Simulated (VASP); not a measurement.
Wanted: the native input for a VASP 6.6.1 run.

```
Task                   : relaxation of cell and atoms
Functional             : PBE
Potentials or basis    : VASP PAW PBE potentials, release 64 (Co, Bi_d)
Cutoff                 : 600 eV
k mesh                 : 10 × 10 × 10
Occupations            : gaussian, width 0.1 eV
Spin                   : collinear spin, ferromagnetic start
Starting moments       : [1.72, 1.72, 1.72, 1.72, 0.0, 0.0] μB
Dipole correction      : no
Further INCAR settings : ALGO = Normal; EDIFF = 1e-07; IBRION = 2; EDIFFG = -0.01; NSW = 100; ISIF = 3
```

The structure of Co2Bi lies in POSCAR:

```
Co2Bi
1.0
    0.0000000000      3.6488415577      3.6488415577
    3.6488415577      0.0000000000      3.6488415577
    3.6488415577      3.6488415577      0.0000000000
Co Bi
4 2
Direct
    0.1250000000      0.1250000000      0.1250000000
    0.6250000000      0.1250000000      0.1250000000
    0.1250000000      0.1250000000      0.6250000000
    0.1250000000      0.6250000000      0.1250000000
    0.5000000000      0.5000000000      0.5000000000
    0.7500000000      0.7500000000      0.7500000000
```

These files were run (other wordings do the same):

INCAR

```
PREC = Accurate
ENCUT = 600
EDIFF = 1E-7
ISMEAR = 0
SIGMA = 0.1
LREAL = False
LASPH = True
NELM = 200
ALGO = Normal
ISIF = 3
LWAVE = False
LCHARG = False
ISPIN = 2
MAGMOM = 1.72 1.72 1.72 1.72 0 0
LORBIT = 11
LMAXMIX = 4
GGA = PE
IBRION = 2
NSW = 100
EDIFFG = -0.01
GGA_COMPAT = False
NELMIN = 4
KPAR = 4
```

KPOINTS

```
Automatic mesh
0
Gamma
  10 10 10
```

Potentials or basis: VASP PAW PBE potentials, release 64 (Co, Bi_d).

Command:

```console
$ cat potpaw_PBE.64/Co/POTCAR potpaw_PBE.64/Bi_d/POTCAR > POTCAR
$ mpirun -np 4 vasp_std > vasp.out
```

Results of the run:

- Relaxed volume: 16.13 Å³/atom
- Relaxed cell: a = 5.154 Å, b = 5.154 Å, c = 5.154 Å, α = 60.00°, β = 60.00°, γ = 60.00°
- Space group after relaxing (to 0.05 Å): Fd-3m (No. 227)
- Energy gained by relaxing: 0.1 meV/atom
- Ionic steps: 3
- Pressure after relaxing: 0.0 GPa
- Net moment: 6.29 μB per cell
- Site moments: Co +1.61; Bi -0.02 μB
- Valence electrons inside the program's atomic spheres: Co 8.06; Bi 12.84

Run time: 3 min on 4 MPI ranks on Intel(R) Xeon(R) 6975P-C (Granite Rapids) (shared host), peak memory 0.56 GiB a rank.
